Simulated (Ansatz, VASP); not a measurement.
**Hg: VASP beside Ansatz**

The input INCAR:

```
SYSTEM = Hg
ALGO     = Normal         ! electronic algorithm
EDIFF    = 1E-7           ! SCF threshold, eV
ENCUT    = 520            ! plane-wave cutoff, eV
GGA      = CA             ! functional
ISIF     = 2              ! what is computed and relaxed
ISMEAR   = -1             ! smearing method
LASPH    = .True.         ! aspherical terms in the spheres
LCHARG   = .False.        ! write CHGCAR
LREAL    = .False.        ! projectors in reciprocal space
LWAVE    = .False.        ! write WAVECAR
NBANDS   = 12             ! bands
NELM     = 60             ! most SCF steps
PREC     = Accurate       ! precision mode
SIGMA    = 0.03           ! smearing width, eV
```

File KPOINTS:

```
k-points
0
Gamma
  12 12 12
  0 0 0
```

File POSCAR:

```
Hg
1.0
    1.7300004553      0.9988162286      2.2563400000
   -1.7300004553      0.9988162286      2.2563400000
    0.0000000000     -1.9976324571      2.2563400000
Hg
1
Direct
    0.0000000000      0.0000000000      0.0000000000
```

Input for Ansatz:

```yaml
crystal:
  lattice:
    - [1.7300004553, 0.9988162286, 2.25634]
    - [-1.7300004553, 0.9988162286, 2.25634]
    - [0.0, -1.9976324571, 2.25634]
  atoms:
    - { symbol: Hg, position: [0.0, 0.0, 0.0] }
kpoints:
  mp_grid: { grid: [12, 12, 12] }
  band_path:
    path:
      - [0.0, 0.0, 0.0]
      - [0.5, 0.5, 0.5]
      - [0.7026949384, 0.2973050616, 0.5]
      - [0.5, -0.2973050616, 0.2973050616]
      - [0.5, 0.0, 0.0]
      - [0.0, 0.0, 0.0]
      - [0.3986525308, -0.3986525308, 0.0]
      - [0.6013474692, 0.0, 0.3986525308]
      - [0.5, 0.0, 0.5]
    npoints: 5
scf:
  occupations: { method: fermi_dirac, width: 0.03 }
hamiltonian:
  xc: lda
  pseudopotentials: { kind: all_electron, lapw: { basis_error: 0.0005 } }
output:
  forces: true
  stress: true
  eigenvalues: true
```

Change from the starting cell: zz strain of +1 %.

Alike in both runs: task single point; functional LDA; k mesh 12 × 12 × 12; occupations fermi-dirac, width 0.03 eV; no spin polarisation.

|  | VASP | Ansatz |
| --- | --- | --- |
| version | VASP 6.6.1 | Ansatz 0.2.0 |
| potentials or method | VASP PAW LDA potentials, release 64 (Hg), cutoff 520 eV | all-electron LAPW, scalar-relativistic |

Ansatz gave:

- pressure (GPa): -2.2
- traceless stress, the component that is largest in VASP (GPa): -1.22

Problem. Which values does VASP return?

Solution. Pressure (GPa): -1.7; traceless stress, the component that is largest in VASP (GPa): -0.91.

LDA's correlation is that of Perdew and Zunger in VASP and of Perdew and Wang (1992) in Ansatz. Ansatz ran all-electron here, and VASP with PAW potentials.

Spin-orbit coupling is off throughout.
